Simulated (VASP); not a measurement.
Set up this calculation in VASP 6.6.1, as the native input.

| Property | Result |
| --- | --- |
| Task | single point |
| Functional | PBE |
| Potentials or basis | VASP PAW PBE potentials, release 64 (Na_pv, H) |
| Cutoff | 500 eV |
| k mesh | 6 × 6 × 6 |
| Occupations | gaussian, width 0.01 eV |
| Spin | no spin polarisation |
| Dipole correction | no |
| Further INCAR settings | ALGO = Normal; EDIFF = 1e-06; NBANDS = 11 |

The structure of NaH lies in POSCAR:

```
NaH
1.0
    2.8311925804      0.0000000000      0.0000000000
    0.0000000000      2.8311925804      0.0000000000
    0.0000000000      0.0000000000      2.8311925804
Na H
1 1
Direct
    0.0000000000      0.0000000000      0.0000000000
    0.5000000000      0.5000000000      0.5000000000
```

This cell differs from its parent crystal: volume changed by -10%.

The input as run:

INCAR

```
SYSTEM = NaH
PREC     = Accurate       ! precision mode
ENCUT    = 500            ! plane-wave cutoff, eV
EDIFF    = 1E-6           ! SCF threshold, eV
ISMEAR   = 0              ! smearing method
SIGMA    = 0.01           ! smearing width, eV
LREAL    = .False.        ! projectors in reciprocal space
LASPH    = .True.         ! aspherical terms in the spheres
NELM     = 120            ! most SCF steps
ALGO     = Normal         ! electronic algorithm
ISIF     = 2              ! what is computed and relaxed
LWAVE    = .False.        ! write WAVECAR
LCHARG   = .False.        ! write CHGCAR
GGA      = PE             ! functional
NBANDS   = 11             ! bands
GGA_COMPAT= .False.
```

KPOINTS

```
regular mesh
0
Gamma
  6 6 6
  0 0 0
```

Potentials or basis: VASP PAW PBE potentials, release 64 (Na_pv, H).

The run is started by

```sh
$ cat potpaw_PBE.64/Na_pv/POTCAR potpaw_PBE.64/H/POTCAR > POTCAR
$ mpirun -np 1 vasp_std > vasp.out
```

It gave:

The pressure is 4.1 GPa and the band gap on the k mesh is 1.03 eV, indirect (least direct gap 4.81 eV).

It took 10 s on 1 thread of Intel Xeon 8259CL, on a shared host, peak memory 0.13 GiB.
